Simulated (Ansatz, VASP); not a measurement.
Two plane-wave programs on Ba3SbP

Contents of INCAR:

```
SYSTEM = Ba3SbP
  PREC = Accurate
  ENCUT = 520
  EDIFF = 1E-6
  ISMEAR = 0
  SIGMA = 0.1
  LREAL = .False.
  LASPH = .True.
  NELM = 60
  ALGO = Normal
  ISIF = 2
  LWAVE = .False.
  LCHARG = .False.
  GGA = B5
  ALDAX = 1.0
  AGGAX = 1.0
  AGGAC = 1.0
  ALDAC = 0.0
  NBANDS = 28
```

File KPOINTS:

```
Automatic mesh
0
Gamma
  2 2 2
  0 0 0
```

File POSCAR:

```
Ba3SbP
1.0
    6.1131770000      0.0000000000      0.0000000000
    0.0000000000      6.1131770000      0.0000000000
    0.0000000000      0.0000000000      6.1131770000
Ba Sb P
3 1 1
Direct
    0.0000000000      0.5000000000      0.5000000000
    0.5000000000      0.0000000000      0.5000000000
    0.5000000000      0.5000000000      0.0000000000
    0.0000000000      0.0000000000      0.0000000000
    0.5000000000      0.5000000000      0.5000000000
```

Input for Ansatz:

```yaml
crystal:
  lattice:
    - [6.113177, 0.0, 0.0]
    - [0.0, 6.113177, 0.0]
    - [0.0, 0.0, 6.113177]
  atoms:
    - { symbol: Ba, position: [0.0, 0.5, 0.5] }
    - { symbol: Ba, position: [0.5, 0.0, 0.5] }
    - { symbol: Ba, position: [0.5, 0.5, 0.0] }
    - { symbol: Sb, position: [0.0, 0.0, 0.0] }
    - { symbol: P, position: [0.5, 0.5, 0.5] }
basis:
  ecutwfc: "32 Ry"
kpoints:
  mp_grid: { grid: [2, 2, 2] }
hamiltonian:
  xc: blyp
scf:
  occupations: { method: gaussian, width: 0.1 }
  mixing: { ndim: 4 }
  initial_density: { chi_scale: 0, normalization: atom }
  eigensolver: { mixed_precision: false }
  max_iter: 54
output:
  forces: true
  stress: true
  eigenvalues: true
```

Alike in both runs: task single point; functional BLYP; k mesh 2 × 2 × 2; occupations gaussian, width 0.1 eV; no spin polarisation.

```csv
,VASP,Ansatz
version,VASP 6.6.1,Ansatz 0.2.0
potentials or method,"VASP PAW PBE potentials, release 64 (Ba_sv, Sb, P), cutoff 520 eV","scalar-relativistic, plane waves, PAW"
valence electrons in the cell,40,50
```

Ansatz gave:

* gap on the k mesh at the Fermi level (eV): 0.43
* least direct gap on the mesh (eV): 0.43
* pressure (GPa): 1.5

What did VASP give for the same quantities?

gap on the k mesh at the Fermi level (eV): 0.34; least direct gap on the mesh (eV): 0.34; pressure (GPa): 2.0.

VASP's potentials were made for PBE, not for BLYP. VASP's potentials hold 40 valence electrons a cell and Ansatz's 50, so a difference there can come from the potentials and not from the codes.

The k mesh is coarse, so the values compare programs but aren't converged. Neither program's run includes spin-orbit coupling.
